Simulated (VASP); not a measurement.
# Al2O3 (P-3m1) in VASP: further runs

Al2O3 is run at these levels: PBEsol, PBEsol+D3(BJ); tasks: single point.

Program: VASP 6.6.1. These are calculated values, not measurements. Logs are shortened: lines on timing, memory, paths and dates and some standing lists are left out, and cuts for length are marked.

## Step 1: The cell of the first run

It takes space group P-3m1 (No. 164, trigonal). Conventional cell: a = 2.934 Å, b = 2.934 Å, c = 6.886 Å, α = 90.00°, β = 90.00°, γ = 120.00°. Al (site symmetry 3m) has 4 O at 1.66 to 1.80 Å within 2.2 Å. O (site symmetry -3m) has 2 Al at 1.66 Å within 2.2 Å. O (site symmetry 3m) has 3 Al at 1.80 Å within 2.4 Å.

## Step 2: Single point, PBEsol

INCAR

```
SYSTEM = Al2O3
PREC = Accurate
ENCUT = 520
EDIFF = 1E-6
ISMEAR = -1
SIGMA = 0.05
LREAL = .FALSE.
LASPH = .TRUE.
NELM = 100
ALGO = Normal
ISIF = 2
LWAVE = .FALSE.
LCHARG = .FALSE.
GGA = PS
NBANDS = 20
```

KPOINTS

```
regular mesh
0
G
  10 10 4
  0 0 0
```

POSCAR

```
Al2O3
1.0
    2.9344130317      0.0000000000      0.0000000000
   -1.4672065159      2.5412762306      0.0000000000
    0.0000000000      0.0000000000      6.8864312492
Al O
2 3
Direct
    0.0000000000      0.0000000000      0.7405928530
    0.0000000000      0.0000000000      0.2594071470
    0.0000000000      0.0000000000      0.5000000000
    0.6666666667      0.3333333333      0.8274632136
    0.3333333333      0.6666666667      0.1725367864
```

Potentials or basis: VASP PAW PBE potentials, release 64 (Al, O).

Command:

```bash
cat potpaw_PBE.64/Al/POTCAR potpaw_PBE.64/O/POTCAR > POTCAR
mpirun -np 1 vasp_std > vasp.out
```

OUTCAR:

```text
SYSTEM = Al2O3
   PREC = Accurate
   ENCUT = 520
   EDIFF = 1E-6
   ISMEAR = -1
   LREAL = .FALSE.
   LASPH = .TRUE.
   NELM = 100
   ISIF = 2
   GGA = PS

 ion  position               nearest neighbor table
   1  0.000  0.000  0.741-   3 1.66   4 1.80   4 1.80   4 1.80   2 3.31
   2  0.000  0.000  0.259-   3 1.66   5 1.80   5 1.80   5 1.80   1 3.31
   3  0.000  0.000  0.500-   1 1.66   2 1.66
   4  0.667  0.333  0.827-   1 1.80   1 1.80   1 1.80
   5  0.333  0.667  0.173-   2 1.80   2 1.80   2 1.80

  LATTYP: Found a hexagonal cell.
 ALAT       =     2.9344130317
 C/A-ratio  =     2.3467832152

  Lattice vectors:

 A1 = (   2.9344130317,   0.0000000000,   0.0000000000)
 A2 = (  -1.4672065159,   2.5412762306,   0.0000000000)
 A3 = (   0.0000000000,   0.0000000000,   6.8864312492)

Analysis of symmetry for initial positions (statically):
=====================================================================
 Subroutine PRICEL returns:
 Original cell was already a primitive cell.

 Routine SETGRP: Setting up the symmetry group for a
 hexagonal supercell.

 Subroutine GETGRP returns: Found 12 space group operations
 (whereof 12 operations were pure point group operations)
 out of a pool of 24 trial point group operations.

The static configuration has the point symmetry D_3d.

Analysis of symmetry for dynamics (positions and initial velocities):
=====================================================================
 Subroutine PRICEL returns:
 Original cell was already a primitive cell.

 Routine SETGRP: Setting up the symmetry group for a
 hexagonal supercell.

 Subroutine GETGRP returns: Found 12 space group operations
 (whereof 12 operations were pure point group operations)
 out of a pool of 24 trial point group operations.

The dynamic configuration has the point symmetry D_3d.

 Subroutine INISYM returns: Found 12 space group operations
 (whereof 12 operations are pure point group operations),
 and found     1 'primitive' translations

----------------------------------------------------------------------------------------

                                     Primitive cell

  volume of cell :      51.3532

  direct lattice vectors                    reciprocal lattice vectors
     2.934413032  0.000000000  0.000000000     0.340783656  0.196751535  0.000000000
    -1.467206516  2.541276231  0.000000000     0.000000000  0.393503071  0.000000000
     0.000000000  0.000000000  6.886431249     0.000000000  0.000000000  0.145213096

  length of vectors
     2.934413032  2.934413032  6.886431249     0.393503071  0.393503071  0.145213096

  position of ions in fractional coordinates (direct lattice)
     0.000000000  0.000000000  0.740592853
     0.000000000  0.000000000  0.259407147
     0.000000000  0.000000000  0.500000000
     0.666666667  0.333333333  0.827463214
     0.333333333  0.666666667  0.172536786

  ion indices of the primitive-cell ions
   primitive index   ion index
                 1           1
                 2           2
                 3           3
                 4           4
                 5           5

----------------------------------------------------------------------------------------

 KPOINTS: regular mesh

Automatic generation of k-mesh.
 Grid dimensions read from file:
 generate k-points for:   10   10    4

 Generating k-lattice:

  Cartesian coordinates                     Fractional coordinates (reciprocal lattice)
     0.034078366  0.019675154  0.000000000     0.100000000  0.000000000  0.000000000
     0.000000000  0.039350307  0.000000000     0.000000000  0.100000000  0.000000000
     0.000000000  0.000000000  0.036303274     0.000000000  0.000000000  0.250000000

  Length of vectors
     0.039350307  0.039350307  0.036303274

  Shift w.r.t. Gamma in fractional coordinates (k-lattice)
     0.000000000  0.000000000  0.000000000

 Subroutine IBZKPT returns following result:
 ===========================================

 Found     50 irreducible k-points:

 Following reciprocal coordinates:
            Coordinates               Weight
[... 42 lines left out ...]
  ---------------------------------------------------
  free energy    TOTEN  =       -37.55656815 eV

  energy without entropy =      -37.55656815  energy(sigma->0) =      -37.55656815

 E-fermi :   6.3187     XC(G=0): -10.8138

 val. band max:        5.2594751712   @ k =   0.0000   0.0000   0.0000
 cond. band min:       7.9005208283   @ k =   0.0000   0.0000   0.0000
 fundamental gap:      2.6410456571
 Fermi energy:         6.3187374688

 k-point     1 :       0.0000    0.0000    0.0000
  band No.  band energies     occupation
      1     -14.9317      2.00000
      2     -14.4333      2.00000
      3     -11.8222      2.00000
      4      -0.8074      2.00000
      5      -0.1191      2.00000
      6       1.2986      2.00000
[... 12 lines left out ...]
     19      17.9591      0.00000
     20      17.9842      0.00000

 k-point     2 :       0.1000   -0.0000    0.0000
  band No.  band energies     occupation
      1     -14.8383      2.00000
      2     -14.3582      2.00000
      3     -11.7693      2.00000
      4      -0.7970      2.00000
      5      -0.0792      2.00000
      6       0.9510      2.00000
[... 12 lines left out ...]
     19      18.1206      0.00000
     20      18.4496      0.00000

 k-point     3 :       0.2000   -0.0000    0.0000
  band No.  band energies     occupation
      1     -14.5796      2.00000
      2     -14.1559      2.00000
      3     -11.6286      2.00000
      4      -0.9700      2.00000
      5      -0.3358      2.00000
      6       0.4204      2.00000
[... 12 lines left out ...]
     19      18.5930      0.00000
     20      18.7442      0.00000

 k-point     4 :       0.3000   -0.0000    0.0000
  band No.  band energies     occupation
      1     -14.2239      2.00000
      2     -13.8964      2.00000
      3     -11.4520      2.00000
      4      -1.5917      2.00000
      5      -1.2709      2.00000
      6       0.4594      2.00000
[... 429 lines left out ...]
 k-point    23 :       0.0000    0.4000    0.2500
  band No.  band energies     occupation
      1     -13.8686      2.00000
      2     -13.7105      2.00000
      3     -11.3058      2.00000
      4      -2.3853      2.00000
      5      -1.8223      2.00000
      6       0.3587      2.00000
[... 12 lines left out ...]
     19      17.6375      0.00000
     20      18.8060      0.00000

 k-point    24 :       0.5000    0.0000    0.2500
  band No.  band energies     occupation
      1     -13.7351      2.00000
      2     -13.6199      2.00000
      3     -11.2567      2.00000
      4      -2.6112      2.00000
      5      -2.1205      2.00000
      6       0.5319      2.00000
[... 12 lines left out ...]
     19      17.7867      0.00000
     20      18.7110      0.00000

 [... further k-points ...]

------------------------ aborting loop because EDIFF is reached ----------------------------------------

  FORCE on cell =-STRESS in cart. coord.  units (eV):
  Direction    XX          YY          ZZ          XY          YZ          ZX
  --------------------------------------------------------------------------------------
  -------------------------------------------------------------------------------------
  Total        3.2841907      3.2841907      3.4913081     -0.0000000      0.0000000      0.0000000
  in kB      102.4640743    102.4640743    108.9259682     -0.0000000      0.0000000      0.0000000
  external PRESSURE =     104.6180389 kB  Pullay stress =       0.0000000 kB

 VOLUME and BASIS-vectors are now :
 -----------------------------------------------------------------------------
  energy-cutoff  :      520.00
  volume of cell :       51.35
      direct lattice vectors                 reciprocal lattice vectors
     2.934413032  0.000000000  0.000000000     0.340783656  0.196751535  0.000000000
    -1.467206516  2.541276231  0.000000000     0.000000000  0.393503071  0.000000000
     0.000000000  0.000000000  6.886431249     0.000000000  0.000000000  0.145213096

 POSITION                                       TOTAL-FORCE (eV/Angst)
 -----------------------------------------------------------------------------------
      0.00000      0.00000      5.10004         0.000000      0.000000      0.101605
      0.00000      0.00000      1.78639         0.000000      0.000000     -0.101605
      0.00000      0.00000      3.44322         0.000000      0.000000      0.000000
      1.46721      0.84709      5.69827        -0.000000     -0.000000      0.001749
     -0.00000      1.69418      1.18816         0.000000      0.000000     -0.001749
 -----------------------------------------------------------------------------------
    total drift:                                0.000000     -0.000000     -0.000000

  FREE ENERGIE OF THE ION-ELECTRON SYSTEM (eV)
  ---------------------------------------------------
  free  energy   TOTEN  =       -37.5565681508 eV

  energy  without entropy=      -37.5565681507  energy(sigma->0) =      -37.55656815
```

Wall time 34 s (1 thread of Intel Xeon Platinum 8488C (Sapphire Rapids), shared host); peak memory 0.19 GiB.

Results:

```
Free energy            : -37.5566 eV
Pressure               : 10.5 GPa
Largest force          : 0.102 eV/Å
Band gap on the k mesh : 2.64 eV, direct
```

Forces on the atoms (eV/Å):
```
Al   0.000  0.000  0.102
Al   0.000  0.000 -0.102
O    0.000  0.000  0.000
O    0.000  0.000  0.002
O    0.000  0.000 -0.002
```

Stress tensor (GPa, compression positive):
```
10.25  0.00  0.00
 0.00 10.25  0.00
 0.00  0.00 10.89
```

Levels at points of the mesh, in eV from the valence-band top:
```tsv
k point	band 9	band 10	band 11	band 12	band 13	band 14	band 15	band 16
(0.00, 0.00, 0.00)	-3.86	-2.14	0.00	0.00	2.64	5.05	7.80	10.91
(0.50, 0.00, 0.00)	-3.82	-3.23	-2.07	-0.57	4.19	6.50	8.45	9.79
(0.00, 0.00, 0.50)	-3.62	-3.52	0.00	0.00	3.72	4.07	8.41	9.61
(0.50, 0.00, 0.50)	-3.81	-3.63	-1.89	-0.56	5.10	5.26	8.62	9.16
```

Caveat: the PAW data sets were made with another functional, which shifts forces and pressure a little.

## Step 3: Single point, PBEsol

This run uses another cell than the first one, of 10.75 Å³/atom, 1.047 times its volume.

INCAR

```
ALGO = Normal ; EDIFF = 1E-7
ENCUT = 520 ; GGA = PS
ISIF = 2 ; ISMEAR = -1
LASPH = True ; LCHARG = False
LREAL = False ; LWAVE = False
NBANDS = 20 ; NELM = 100
PREC = Accurate ; SIGMA = 0.05
```

KPOINTS

```
k-points
0
Gamma
  10 10 4
```

POSCAR

```
Al2O3
1.0
    2.9599531537      0.0000000000      0.0000000000
   -1.4799765769      2.5633946251      0.0000000000
    0.0000000000      0.0000000000      7.0861128140
Al O
2 3
Direct
    0.0000000000      0.0000000000      0.7348099283
    0.0000000000      0.0000000000      0.2651900717
    0.0000000000      0.0000000000      0.5000000000
    0.6666666667      0.3333333333      0.8188969480
    0.3333333333      0.6666666667      0.1811030520
```

Potentials or basis: VASP PAW PBE potentials, release 64 (Al, O).

Command:

```bash
cat potpaw_PBE.64/Al/POTCAR potpaw_PBE.64/O/POTCAR > POTCAR
mpirun -np 1 vasp_std > vasp.out
```

It took 49 s on 1 thread of Intel Xeon Platinum 8488C (Sapphire Rapids), shared host; peak memory 0.19 GiB.

It converged, with:

* Free energy: -37.6707 eV
* Pressure: 5.4 GPa
* Largest force: 0.087 eV/Å
* Band gap on the k mesh: 2.49 eV, direct

Forces on the atoms (eV/Å):
```
Al   0.000  0.000  0.087
Al   0.000  0.000 -0.087
O    0.000  0.000  0.000
O    0.000  0.000  0.007
O    0.000  0.000 -0.007
```

Stress tensor (GPa, compression positive):
```
5.15 0.00 0.00
0.00 5.15 0.00
0.00 0.00 5.77
```

Levels at points of the mesh, in eV from the valence-band top:
| k point | band 10 | band 11 | band 12 | band 13 | band 14 | band 15 |
| --- | --- | --- | --- | --- | --- | --- |
| (0.00, 0.00, 0.00) | -2.22 | 0.00 | 0.00 | 2.49 | 4.78 | 7.64 |
| (0.50, 0.00, 0.00) | -3.20 | -1.97 | -0.54 | 4.30 | 6.37 | 8.34 |
| (0.00, 0.00, 0.50) | -3.47 | 0.00 | 0.00 | 3.52 | 3.81 | 8.29 |
| (0.50, 0.00, 0.50) | -3.57 | -1.84 | -0.53 | 5.05 | 5.35 | 8.41 |

Caveat: the PAW data sets were made with another functional, which shifts forces and pressure a little.

## Step 4: Single point, PBEsol

This run uses another cell than the first one, of 11.24 Å³/atom, 1.094 times its volume.

INCAR

```
SYSTEM = Al2O3
ALGO = Normal
EDIFF = 1E-6
ENCUT = 520
GGA = PS
ISIF = 2
ISMEAR = -1
LASPH = .TRUE.
LCHARG = .FALSE.
LREAL = .FALSE.
LWAVE = .FALSE.
NBANDS = 20
NELM = 60
PREC = Accurate
SIGMA = 0.05
```

KPOINTS

```
k-points
0
G
  10 10 4
  0 0 0
```

POSCAR

```
Al2O3
1.0
    2.9763429699      0.0000000000      0.0000000000
   -1.4881714850      2.5775886223      0.0000000000
    0.0000000000      0.0000000000      7.3238541817
Al O
2 3
Direct
    0.0000000000      0.0000000000      0.7277805556
    0.0000000000      0.0000000000      0.2722194444
    0.0000000000      0.0000000000      0.5000000000
    0.6666666667      0.3333333333      0.8090395864
    0.3333333333      0.6666666667      0.1909604136
```

Command:

```bash
cat potpaw_PBE.64/Al/POTCAR potpaw_PBE.64/O/POTCAR > POTCAR
mpirun -np 1 vasp_std > vasp.out
```

Wall time 36 s (1 thread of Intel Xeon Platinum 8488C (Sapphire Rapids), shared host); peak memory 0.19 GiB.

Results (log left out):

| Quantity | Value |
| --- | --- |
| Free energy | -37.7236 eV |
| Pressure | 2.3 GPa |
| Largest force | 0.092 eV/Å |
| Band gap on the k mesh | 2.40 eV, direct |

Forces on the atoms (eV/Å):
```
Al   0.000  0.000  0.092
Al   0.000  0.000 -0.092
O    0.000  0.000  0.000
O    0.000  0.000  0.001
O    0.000  0.000 -0.001
```

Stress tensor (GPa, compression positive):
```
2.14 0.00 0.00
0.00 2.14 0.00
0.00 0.00 2.70
```

Levels at points of the mesh, in eV from the valence-band top:
```tsv
k point	band 10	band 11	band 12	band 13	band 14	band 15
(0.00, 0.00, 0.00)	-2.33	0.00	0.00	2.40	4.56	7.49
(0.50, 0.00, 0.00)	-3.20	-1.90	-0.53	4.41	6.26	8.29
(0.00, 0.00, 0.50)	-3.31	0.00	0.00	3.40	3.58	8.20
(0.50, 0.00, 0.50)	-3.52	-1.80	-0.52	4.99	5.47	8.27
```

Caveat: the PAW data sets were made with another functional, which shifts forces and pressure a little. A k mesh can miss the band edges.

## Step 5: Single point, PBEsol+D3(BJ)

This run uses another cell than the first one, of 11.22 Å³/atom, 1.092 times its volume.

INCAR

```
PREC = Accurate
ENCUT = 520
EDIFF = 1E-7
ISMEAR = -1
SIGMA = 0.05
LREAL = F
LASPH = T
NELM = 60
ALGO = Normal
ISIF = 2
LWAVE = F
LCHARG = T
GGA = PS
IVDW = 12
LELF = T
LVHAR = T
NBANDS = 20
```

KPOINTS

```
regular mesh
0
Gamma
  10 10 4
```

POSCAR

```
Al2O3
1.0
    2.9754122043      0.0000000000      0.0000000000
   -1.4877061022      2.5767825557      0.0000000000
    0.0000000000      0.0000000000      7.3142931704
Al O
2 3
Direct
    0.0000000000      0.0000000000      0.7280697235
    0.0000000000      0.0000000000      0.2719302765
    0.0000000000      0.0000000000      0.5000000000
    0.6666666667      0.3333333333      0.8094545764
    0.3333333333      0.6666666667      0.1905454236
```

Command:

```bash
cat potpaw_PBE.64/Al/POTCAR potpaw_PBE.64/O/POTCAR > POTCAR
mpirun -np 1 vasp_std > vasp.out
```

Wall time 36 s (1 thread of Intel Xeon Platinum 8259CL at 2.50GHz (Skylake/Cascade Lake), shared host); peak memory 0.2 GiB.

Results (log left out):

- Free energy: -38.4583 eV
- Pressure: 0.3 GPa
- Largest force: 0.092 eV/Å
- Band gap on the k mesh: 2.41 eV, direct
- Dispersion energy per atom: -0.147 eV

Forces on the atoms (eV/Å):
```
Al   0.000  0.000  0.092
Al   0.000  0.000 -0.092
O    0.000  0.000  0.000
O    0.000  0.000  0.001
O    0.000  0.000 -0.001
```

Stress tensor (GPa, compression positive):
```
0.14 0.00 0.00
0.00 0.14 0.00
0.00 0.00 0.70
```

Levels at points of the mesh, in eV from the valence-band top:
```
           k point  band 10  band 11  band 12  band 13  band 14  band 15
(0.00, 0.00, 0.00)    -2.33     0.00     0.00     2.41     4.57     7.49
(0.50, 0.00, 0.00)    -3.20    -1.91    -0.53     4.40     6.26     8.29
(0.00, 0.00, 0.50)    -3.32     0.00     0.00     3.40     3.59     8.20
(0.50, 0.00, 0.50)    -3.53    -1.81    -0.52     4.99     5.47     8.28
```

Caveat: the PAW data sets were made with another functional, which shifts forces and pressure a little. PBEsol gaps usually lie below the measured ones, often by a third to a half.

## Step 6: Single point, PBEsol+D3(BJ)

This run uses another cell than the first one, of 11.29 Å³/atom, 1.099 times its volume.

INCAR: that of step 5 with these lines changed.

```diff
@@ -2,3 +2,3 @@
 ENCUT = 520
-EDIFF = 1E-7
+EDIFF = 1E-6
 ISMEAR = -1
```

KPOINTS

```
Automatic mesh
0
Gamma
  10 10 4
```

POSCAR

```
Al2O3
1.0
    2.9772489614      0.0000000000      0.0000000000
   -1.4886244807      2.5783732340      0.0000000000
    0.0000000000      0.0000000000      7.3534979199
Al O
2 3
Direct
    0.0000000000      0.0000000000      0.7269147929
    0.0000000000      0.0000000000      0.2730852071
    0.0000000000      0.0000000000      0.5000000000
    0.6666666667      0.3333333333      0.8078449484
    0.3333333333      0.6666666667      0.1921550516
```

Potentials or basis: VASP PAW PBE potentials, release 64 (Al, O).

Command:

```bash
cat potpaw_PBE.64/Al/POTCAR potpaw_PBE.64/O/POTCAR > POTCAR
mpirun -np 1 vasp_std > vasp.out
```

It took 38 s on 1 thread of Intel Xeon Platinum 8259CL at 2.50GHz (Skylake/Cascade Lake), shared host; peak memory 0.21 GiB.

It converged, with:

```yaml
Free_energy: -38.4582 eV
Pressure: 0.0 GPa
Largest_force: 0.093 eV/Å
Band_gap_on_the_k_mesh: 2.40 eV, direct
Dispersion_energy_per_atom: -0.146 eV
```

Forces on the atoms (eV/Å):
```
Al   0.000  0.000  0.093
Al   0.000  0.000 -0.093
O    0.000  0.000  0.000
O    0.000  0.000  0.001
O    0.000  0.000 -0.001
```

Stress tensor (GPa, compression positive):
```
-0.14  0.00  0.00
 0.00 -0.14  0.00
 0.00  0.00  0.42
```

Levels at points of the mesh, in eV from the valence-band top:
```tsv
k point	band 9	band 10	band 11	band 12	band 13	band 14	band 15	band 16
(0.00, 0.00, 0.00)	-3.79	-2.34	0.00	0.00	2.40	4.54	7.47	10.62
(0.50, 0.00, 0.00)	-3.67	-3.20	-1.90	-0.52	4.42	6.24	8.29	9.16
(0.00, 0.00, 0.50)	-3.71	-3.30	0.00	0.00	3.39	3.56	8.19	9.02
(0.50, 0.00, 0.50)	-3.55	-3.51	-1.80	-0.52	4.98	5.49	8.26	8.77
```

Caveat: three body term missing; the PAW data sets were made with another functional, which shifts forces and pressure a little.

## Step 7: The runs side by side

| level | cell | gap on the mesh (eV) | pressure (GPa) | largest force (eV/Å) |
| --- | --- | --- | --- | --- |
| PBEsol | a = 2.934, b = 2.934, c = 6.886 Å, angles 90.0, 90.0, 120.0°, 5 atoms | 2.64 | 10.5 | 0.10 |
| PBEsol | a = 2.960, b = 2.960, c = 7.086 Å, angles 90.0, 90.0, 120.0°, 5 atoms | 2.49 | 5.4 | 0.09 |
| PBEsol | a = 2.976, b = 2.976, c = 7.324 Å, angles 90.0, 90.0, 120.0°, 5 atoms | 2.40 | 2.3 | 0.09 |
| PBEsol+D3(BJ) | a = 2.975, b = 2.975, c = 7.314 Å, angles 90.0, 90.0, 120.0°, 5 atoms | 2.41 | 0.3 | 0.09 |
| PBEsol+D3(BJ) | a = 2.977, b = 2.977, c = 7.353 Å, angles 90.0, 90.0, 120.0°, 5 atoms | 2.40 | 0.0 | 0.09 |

Alike in all rows: task single point; potentials or basis VASP PAW PBE potentials, release 64 (Al, O); no spin polarisation; k mesh 10 × 10 × 4; cutoff (eV) 520; smearing fermi-dirac 0.05 eV.

Caveats: the PAW data sets were made with another functional, which shifts forces and pressure a little; three body term missing (some runs).

Total energies depend on the potentials used, so only differences within one code and one set of settings carry meaning.
